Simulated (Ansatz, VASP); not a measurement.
## Two plane-wave programs on Be2Si

Contents of POSCAR:

```
Be2Si
1.0
    0.0000000000      2.6413830465      2.6413830465
    2.6413830465      0.0000000000      2.6413830465
    2.6413830465      2.6413830465      0.0000000000
Si Be
1 2
Direct
    0.0000000000      0.0000000000      0.0000000000
    0.2500000000      0.2500000000      0.2500000000
    0.7500000000      0.7500000000      0.7500000000
```

INCAR.step1

```
ALGO = Normal ; EDIFF = 1E-5
ENCUT = 520 ; GGA = PE
GGA_COMPAT = False ; ISIF = 2
ISMEAR = -1 ; LASPH = True
LCHARG = False ; LREAL = False
LWAVE = True ; NBANDS = 11
NELM = 120 ; PREC = Accurate
SIGMA = 0.02
```

Contents of INCAR.step2:

```
ALGO = Normal ; EDIFF = 1E-6
ENCUT = 520 ; GGA = PE
GGA_COMPAT = False ; HFSCREEN = 0.2079
ISIF = 2 ; ISMEAR = -1
ISTART = 1 ; LASPH = True
LCHARG = False ; LHFCALC = True
LREAL = False ; LWAVE = False
NBANDS = 11 ; NELM = 120
PREC = Accurate ; PRECFOCK = Normal
SIGMA = 0.02
```

File KPOINTS:

```
k-points
0
Gamma
  4 4 4
```

Input for Ansatz:

```yaml
crystal:
  lattice:
    - [0.0, 2.6413830465, 2.6413830465]
    - [2.6413830465, 0.0, 2.6413830465]
    - [2.6413830465, 2.6413830465, 0.0]
  atoms:
    - { symbol: Si, position: [0.0, 0.0, 0.0] }
    - { symbol: Be, position: [0.25, 0.25, 0.25] }
    - { symbol: Be, position: [0.75, 0.75, 0.75] }
kpoints:
  mp_grid: { grid: [4, 4, 4] }
hamiltonian:
  xc: hse06
scf:
  occupations: { method: fermi_dirac, width: 0.02 }
  n_extra_bands: 4
  exx: { singularity: none }
output:
  forces: true
  stress: true
  eigenvalues: true
```

Alike in both runs: task single point; functional HSE06; k mesh 4 × 4 × 4; occupations fermi-dirac, width 0.02 eV; no spin polarisation.

```csv
,VASP,Ansatz
version,VASP 6.6.1,Ansatz 0.2.0
potentials or method,"VASP PAW PBE potentials, release 64 (Si, Be)",plane waves
plane-wave cutoff (eV),520,420
valence electrons in the cell,8,8
```

Ansatz gave:

```
pressure (GPa) : -0.2
```

Problem. What did VASP give for the same quantities?

Solution. Pressure (GPa): -0.3.

With one functional, cell and mesh, what is left measures potentials, basis and numerics. Ansatz's warnings: filled band counts differ across k points, stress exchange threshold loose, stress scf threshold loose.

The k mesh is coarse, so the values compare programs but aren't converged.
